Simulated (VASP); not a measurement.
# PbF2 (Fluorocronite) (Fm-3m) in VASP: a series of runs, part 2 of 3

VASP 6.6.1. Earlier steps stand in the parts before.

## 4. Single point, PBE

File INCAR:

```
SYSTEM = PbF2
ALGO     = Normal         ! electronic algorithm
EDIFF    = 1E-7           ! SCF threshold, eV
ENCUT    = 520            ! plane-wave cutoff, eV
GGA      = PE             ! functional
ISIF     = 2              ! what is computed and relaxed
ISMEAR   = 0              ! smearing method
LASPH    = .True.         ! aspherical terms in the spheres
LCHARG   = .False.        ! write CHGCAR
LREAL    = .False.        ! projectors in reciprocal space
LWAVE    = .False.        ! write WAVECAR
NBANDS   = 21             ! bands
NELM     = 100            ! most SCF steps
PREC     = Accurate       ! precision mode
SIGMA    = 0.01           ! smearing width, eV
```

File KPOINTS:

```
k-points
0
Gamma
  4 4 4
  0 0 0
```

File POSCAR:

```
PbF2
1.0
    0.0000000000      2.9636600000      2.9636600000
    2.9636600000      0.0000000000      2.9636600000
    2.9636600000      2.9636600000      0.0000000000
Pb F
1 2
Direct
    0.0000000000      0.0000000000      0.0000000000
    0.2500000000      0.2500000000      0.2500000000
    0.7500000000      0.7500000000      0.7500000000
```

Potentials or basis: VASP PAW PBE potentials, release 64 (Pb_d, F).

Started as:

```bash
$ cat potpaw_PBE.64/Pb_d/POTCAR potpaw_PBE.64/F/POTCAR > POTCAR
$ mpirun -np 1 vasp_std > vasp.out
```

OUTCAR:

```text
SYSTEM = PbF2
   EDIFF = 1E-7
   ENCUT = 520
   GGA = PE
   ISIF = 2
   ISMEAR = 0
   LASPH = .True.
   LREAL = .False.
   NELM = 100
   PREC = Accurate

 ion  position               nearest neighbor table
   1  0.000  0.000  0.000-   3 2.57   3 2.57   3 2.57   2 2.57   2 2.57   2 2.57   3 2.57   2 2.57

   2  0.250  0.250  0.250-   1 2.57   1 2.57   1 2.57   1 2.57
   3  0.750  0.750  0.750-   1 2.57   1 2.57   1 2.57   1 2.57

  LATTYP: Found a face centered cubic cell.
 ALAT       =     5.9273200000

  Lattice vectors:

 A1 = (   0.0000000000,   2.9636600000,   2.9636600000)
 A2 = (   2.9636600000,   0.0000000000,   2.9636600000)
 A3 = (   2.9636600000,   2.9636600000,   0.0000000000)

Analysis of symmetry for initial positions (statically):
=====================================================================
 Subroutine PRICEL returns:
 Original cell was already a primitive cell.

 Routine SETGRP: Setting up the symmetry group for a
 face centered cubic supercell.

 Subroutine GETGRP returns: Found 48 space group operations
 (whereof 48 operations were pure point group operations)
 out of a pool of 48 trial point group operations.

The static configuration has the point symmetry O_h .

Analysis of symmetry for dynamics (positions and initial velocities):
=====================================================================
 Subroutine PRICEL returns:
 Original cell was already a primitive cell.

 Routine SETGRP: Setting up the symmetry group for a
 face centered cubic supercell.

 Subroutine GETGRP returns: Found 48 space group operations
 (whereof 48 operations were pure point group operations)
 out of a pool of 48 trial point group operations.

The dynamic configuration has the point symmetry O_h .

 Subroutine INISYM returns: Found 48 space group operations
 (whereof 48 operations are pure point group operations),
 and found     1 'primitive' translations

----------------------------------------------------------------------------------------

                                     Primitive cell

  volume of cell :      52.0613

  direct lattice vectors                    reciprocal lattice vectors
     0.000000000  2.963660000  2.963660000    -0.168710311  0.168710311  0.168710311
     2.963660000  0.000000000  2.963660000     0.168710311 -0.168710311  0.168710311
     2.963660000  2.963660000  0.000000000     0.168710311  0.168710311 -0.168710311

  length of vectors
     4.191248166  4.191248166  4.191248166     0.292214830  0.292214830  0.292214830

  position of ions in fractional coordinates (direct lattice)
     0.000000000  0.000000000  0.000000000
     0.250000000  0.250000000  0.250000000
     0.750000000  0.750000000  0.750000000

  ion indices of the primitive-cell ions
   primitive index   ion index
                 1           1
                 2           2
                 3           3

----------------------------------------------------------------------------------------

 KPOINTS: k-points

Automatic generation of k-mesh.
 Grid dimensions read from file:
 generate k-points for:    4    4    4

 Generating k-lattice:

  Cartesian coordinates                     Fractional coordinates (reciprocal lattice)
    -0.042177578  0.042177578  0.042177578     0.250000000  0.000000000  0.000000000
     0.042177578 -0.042177578  0.042177578     0.000000000  0.250000000  0.000000000
     0.042177578  0.042177578 -0.042177578     0.000000000  0.000000000  0.250000000

  Length of vectors
     0.073053708  0.073053708  0.073053708

  Shift w.r.t. Gamma in fractional coordinates (k-lattice)
     0.000000000  0.000000000  0.000000000

 Subroutine IBZKPT returns following result:
 ===========================================

 Found      8 irreducible k-points:

 Following reciprocal coordinates:
            Coordinates               Weight
  0.000000  0.000000  0.000000      1.000000
  0.250000  0.000000  0.000000      8.000000
  0.500000  0.000000  0.000000      4.000000
  0.250000  0.250000  0.000000      6.000000
  0.500000  0.250000  0.000000     24.000000
 -0.250000  0.250000  0.000000     12.000000
  0.500000  0.500000  0.000000      3.000000
 -0.250000  0.500000  0.250000      6.000000
   k-points           NKPTS =      8   k-points in BZ     NKDIM =      8   number of bands    NBANDS=     21
   number of dos      NEDOS =    301   number of ions     NIONS =      3
   total plane-waves  NPLWV =  32768
   dimension x,y,z NGX =    32 NGY =   32 NGZ =   32
   dimension x,y,z NGXF=    64 NGYF=   64 NGZF=   64
   ions per type =               1   2
   NGX,Y,Z   is equivalent  to a cutoff of  12.69, 12.69, 12.69 a.u.
   NGXF,Y,Z  is equivalent  to a cutoff of  25.39, 25.39, 25.39 a.u.
 SYSTEM =  PbF2
   PREC   = accura    normal or accurate (medium, high low for compatibility)
   ISTART =      0    job   : 0-new  1-cont  2-samecut
   ICHARG =      2    charge: 1-file 2-atom 10-const
   ISPIN  =      1    spin polarized calculation?
   LNONCOLLINEAR =      F non collinear calculations
   LSORBIT =      F    spin-orbit coupling
   LASPH  =      T    aspherical Exc in radial PAW
   ENCUT  =  520.0 eV  38.22 Ry    6.18 a.u.   7.79  7.79  7.79*2*pi/ulx,y,z
   NELM   =    100;   NELMIN=  2; NELMDL= -5     # of ELM steps
   EDIFF  = 0.1E-06   stopping-criterion for ELM
   LREAL  =      F    real-space projection
   EDIFFG = 0.1E-05   stopping-criterion for IOM
   NSW    =      0    number of steps for IOM
   IBRION =     -1    ionic relax: 0-MD 1-quasi-New 2-CG
   NFREE  =      0    steps in history (QN), initial steepest desc. (CG)
   ISIF   =      2    stress and relaxation
   ISYM   =      2    0-nonsym 1-usesym 2-fastsym
   POTIM  = 0.5000    time-step for ionic-motion
   TEBEG  =    0.0;   TEEND  =   0.0 temperature during run
   PSTRESS=    0.0 pullay stress
   NELECT =      28.0000    total number of electrons
   NUPDOWN=      -1.0000    fix difference up-down
   EMIN   =  10.00;   EMAX   =-10.00  energy-range for DOS
   EFERMI =   0.00;   METHOD = LEGACY
   ISMEAR =     0;   SIGMA  =   0.01  broadening in eV -4-tet -1-fermi 0-gaus
   EFERMI_NEDOS =   21; number of points for ismear=-14 and -15
   IALGO  =     38    algorithm
   IMIX   =      4    mixing-type and parameters
     AMIX     =   0.40;   BMIX     =  1.00
     AMIX_MAG =   1.60;   BMIX_MAG =  1.00
  volume/ion in A,a.u.               =      17.35       117.11
  Fermi-wavevector in a.u.,A,eV,Ry     =   1.331340  2.515869 24.115883  1.772467
  Thomas-Fermi vector in A             =   2.460359
   LORBIT       =      0    0 simple, 1 ext, 2 COOP (PROOUT), +10 PAW based schemes
   GGA     = PE    functional components
   LHFCALC =     F    Hartree Fock is set to
   AEXX    =    0.0000 exact exchange contribution
   IVDW    =     0    specifies the selected vdW correction
   LEPSILON=     F    determine dielectric tensor
   LRPA    =     F    only Hartree local field effects (RPA)
 non-spin polarized calculation
 Gauss-broadening in eV      SIGMA  =   0.01
  energy-cutoff  :      520.00
  volume of cell :       52.06
 maximum number of plane-waves:      1424
   NGX = 15   NGY = 15   NGZ = 15

 number of electron      28.0000005 magnetization

 Free energy of the ion-electron system (eV)
  ---------------------------------------------------
  ext. energy  EPLUGINS =         0.00000000
  ---------------------------------------------------
  free energy    TOTEN  =       -14.33376789 eV

  energy without entropy =      -14.33376789  energy(sigma->0) =      -14.33376789

 E-fermi :   1.9702     XC(G=0):  -9.4063

 val. band max:        1.8896508300   @ k =  -0.2500   0.5000   0.2500
 cond. band min:       6.3054524213   @ k =   0.5000   0.5000   0.0000
 fundamental gap:      4.4158015913
 Fermi energy:         1.9702160395

 k-point     1 :       0.0000    0.0000    0.0000
  band No.  band energies     occupation
      1     -19.2085      2.00000
      2     -18.5875      2.00000
      3     -12.5479      2.00000
      4     -12.5479      2.00000
      5     -12.5479      2.00000
      6     -12.4912      2.00000
[... 13 lines left out ...]
     20      17.0387      0.00000
     21      19.3977      0.00000
[... 145 lines left out ...]
 k-point     8 :      -0.2500    0.5000    0.2500
  band No.  band energies     occupation
      1     -18.8754      2.00000
      2     -18.8754      2.00000
      3     -12.5119      2.00000
      4     -12.4815      2.00000
      5     -12.4600      2.00000
      6     -12.3910      2.00000
[... 13 lines left out ...]
     20      18.0720      0.00000
     21      18.0720      0.00000

------------------------ aborting loop because EDIFF is reached ----------------------------------------

  FORCE on cell =-STRESS in cart. coord.  units (eV):
  Direction    XX          YY          ZZ          XY          YZ          ZX
  --------------------------------------------------------------------------------------
  -------------------------------------------------------------------------------------
  Total        0.8058227      0.8058227      0.8058227      0.0000000      0.0000000      0.0000000
  in kB       24.7990457     24.7990457     24.7990457      0.0000000      0.0000000      0.0000000
  external PRESSURE =      24.7990457 kB  Pullay stress =       0.0000000 kB

 VOLUME and BASIS-vectors are now :
 -----------------------------------------------------------------------------
  energy-cutoff  :      520.00
  volume of cell :       52.06
      direct lattice vectors                 reciprocal lattice vectors
     0.000000000  2.963660000  2.963660000    -0.168710311  0.168710311  0.168710311
     2.963660000  0.000000000  2.963660000     0.168710311 -0.168710311  0.168710311
     2.963660000  2.963660000  0.000000000     0.168710311  0.168710311 -0.168710311

 POSITION                                       TOTAL-FORCE (eV/Angst)
 -----------------------------------------------------------------------------------
      0.00000      0.00000      0.00000         0.000000     -0.000000     -0.000000
      1.48183      1.48183      1.48183         0.000000      0.000000      0.000000
      4.44549      4.44549      4.44549        -0.000000      0.000000     -0.000000
 -----------------------------------------------------------------------------------
    total drift:                                0.000000     -0.000000      0.000000

  FREE ENERGIE OF THE ION-ELECTRON SYSTEM (eV)
  ---------------------------------------------------
  free  energy   TOTEN  =       -14.3337678942 eV

  energy  without entropy=      -14.3337678942  energy(sigma->0) =      -14.33376789
```

Run time: 14 s. Hardware: 1 thread of AMD EPYC 7R13, shared host; peak memory 0.14 GiB.

What came out:

```yaml
Free_energy: -14.3338 eV
Pressure: 2.5 GPa
Band_gap_on_the_k_mesh: 4.42 eV, indirect (least direct gap 4.56 eV)
```

Caveat: the k points lie up to 0.46 Å⁻¹ apart; spin-orbit coupling is left out, which moves the levels of the heavy elements. A k mesh can miss the band edges.

[end of part 2 of 3]
